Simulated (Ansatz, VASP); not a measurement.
Two plane-wave programs on AlNi2

File POSCAR:

```
AlNi2
1.0
    3.9740030242      0.0000000000      0.0000000000
   -1.9870015121      3.4415875737      0.0000000000
    0.0000000000      0.0000000000      4.9042588200
Al Ni
2 4
Direct
    0.3333333333      0.6666666667      0.1898740600
    0.6666666667      0.3333333333      0.8101259400
    0.3333333333      0.6666666667      0.6851100400
    0.6666666667      0.3333333333      0.3148899600
    0.0000000000      0.0000000000      0.5000000000
    0.0000000000      0.0000000000      0.0000000000
```

Contents of INCAR.step1:

```
ALGO     = Normal         # electronic algorithm
EDIFF    = 1E-4           # SCF threshold, eV
ENCUT    = 520            # plane-wave cutoff, eV
GGA      = PE             # functional
ISMEAR   = 0              # smearing method
LASPH    = T              # aspherical terms in the spheres
LCHARG   = F              # write CHGCAR
LREAL    = F              # projectors in reciprocal space
LWAVE    = T              # write WAVECAR
NBANDS   = 32             # bands
NELM     = 80             # most SCF steps
PREC     = Accurate       # precision mode
SIGMA    = 0.01           # smearing width, eV
```

File INCAR.step2:

```
ALGO     = Normal         # electronic algorithm
EDIFF    = 1E-7           # SCF threshold, eV
ENCUT    = 520            # plane-wave cutoff, eV
ISIF     = 2              # what is computed and relaxed
ISMEAR   = 0              # smearing method
ISTART   = 1            
LASPH    = T              # aspherical terms in the spheres
LCHARG   = F              # write CHGCAR
LMIXTAU  = T            
LREAL    = F              # projectors in reciprocal space
LWAVE    = F              # write WAVECAR
METAGGA  = R2SCAN         # meta-GGA
NBANDS   = 32             # bands
NELM     = 80             # most SCF steps
PREC     = Accurate       # precision mode
SIGMA    = 0.01           # smearing width, eV
```

File KPOINTS:

```
k-points
0
Gamma
  12 12 8
```

Input for Ansatz:

```yaml
crystal:
  lattice:
    - [3.9740030242, 0.0, 0.0]
    - [-1.9870015121, 3.4415875737, 0.0]
    - [0.0, 0.0, 4.90425882]
  atoms:
    - { symbol: Al, position: [0.3333333333, 0.6666666667, 0.18987406] }
    - { symbol: Al, position: [0.6666666667, 0.3333333333, 0.81012594] }
    - { symbol: Ni, position: [0.3333333333, 0.6666666667, 0.68511004] }
    - { symbol: Ni, position: [0.6666666667, 0.3333333333, 0.31488996] }
    - { symbol: Ni, position: [0.0, 0.0, 0.5] }
    - { symbol: Ni, position: [0.0, 0.0, 0.0] }
basis:
  ecutwfc: 500
kpoints:
  mp_grid: { grid: [12, 12, 8] }
hamiltonian:
  xc: r2scan
scf:
  occupations: { method: gaussian, width: 0.01 }
output:
  forces: true
  stress: true
  eigenvalues: true
```

Alike in both runs: task single point; functional r2SCAN; k mesh 12 × 12 × 8; occupations gaussian, width 0.01 eV; no spin polarisation.

|  | VASP | Ansatz |
| --- | --- | --- |
| version | VASP 6.6.1 | Ansatz 0.2.0 |
| potentials or method | VASP PAW PBE potentials, release 64 (Al, Ni), cutoff 520 eV | scalar-relativistic, plane waves, PAW |
| valence electrons in the cell | 46 | 78 |

```csv
,VASP,Ansatz,Ansatz less VASP
gap on the k mesh at the Fermi level (eV),none,none,-
pressure (GPa),0.7,0.6,-0.01
rms of the force components (eV/Å),0.002,0.005,+0.0031
```

VASP's potentials were made for PBE, not for r2SCAN. Atom by atom the forces differ by 0.003 eV/Å (rms over components). A gap of «none» marks a metal or a gap that the smearing closes. VASP's potentials hold 46 valence electrons a cell and Ansatz's 78, so a difference there can come from the potentials and not from the codes.
